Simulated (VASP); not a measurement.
Wanted: the native input for a VASP 6.6.1 run.

| Quantity | Value |
| --- | --- |
| Task | single point |
| Functional | LDA |
| Potentials or basis | VASP PAW LDA potentials, release 64 (O) |
| Cutoff | 520 eV |
| k mesh | 12 × 12 × 4 |
| Occupations | fermi-dirac, width 0.1 eV |
| Spin | no spin polarisation |
| Dipole correction | no |
| Further INCAR settings | ALGO = Normal; EDIFF = 1e-06; NBANDS = 20 |

The structure of O lies in POSCAR:

```
O
1.0
    2.5610000000      0.0000000000      0.0000000000
   -1.2805000000      2.2178910600      0.0000000000
    0.0000000000      0.0000000000      6.5750000000
O
4
Direct
    0.3333333333      0.6666666667      0.1610000000
    0.6666666667      0.3333333333      0.6610000000
    0.3333333333      0.6666666667      0.3390000000
    0.6666666667      0.3333333333      0.8390000000
```

These files were run (other wordings do the same):

INCAR

```
ALGO     = Normal         # electronic algorithm
EDIFF    = 1E-6           # SCF threshold, eV
ENCUT    = 520            # plane-wave cutoff, eV
GGA      = CA             # functional
ISIF     = 2              # what is computed and relaxed
ISMEAR   = -1             # smearing method
LASPH    = True           # aspherical terms in the spheres
LCHARG   = False          # write CHGCAR
LREAL    = False          # projectors in reciprocal space
LWAVE    = False          # write WAVECAR
NBANDS   = 20             # bands
NELM     = 80             # most SCF steps
PREC     = Accurate       # precision mode
SIGMA    = 0.1            # smearing width, eV
```

KPOINTS

```
k-points
0
Gamma
  12 12 4
```

Potentials or basis: VASP PAW LDA potentials, release 64 (O).

Launch:

```console
$ cat potpaw_LDA.64/O/POTCAR > POTCAR
$ mpirun -np 1 vasp_std > vasp.out
```

Results of the run:

```
Pressure               : 11.1 GPa
Largest force          : 4.231 eV/Å
Band gap on the k mesh : zero (bands 12 and 13 overlap by 2.17 eV)
```

Caveat: the standard files for N, O and F lose accuracy on very short bonds; spin is off for a triplet molecule; the stress differs along the axes, from -10 to 54 GPa; forces of over 1 eV/Å act on the atoms, so gaps and moduli don't describe the material at rest.

Run time: 38 s on 1 thread of Intel Xeon 8259CL, on a shared host, peak memory 0.15 GiB.
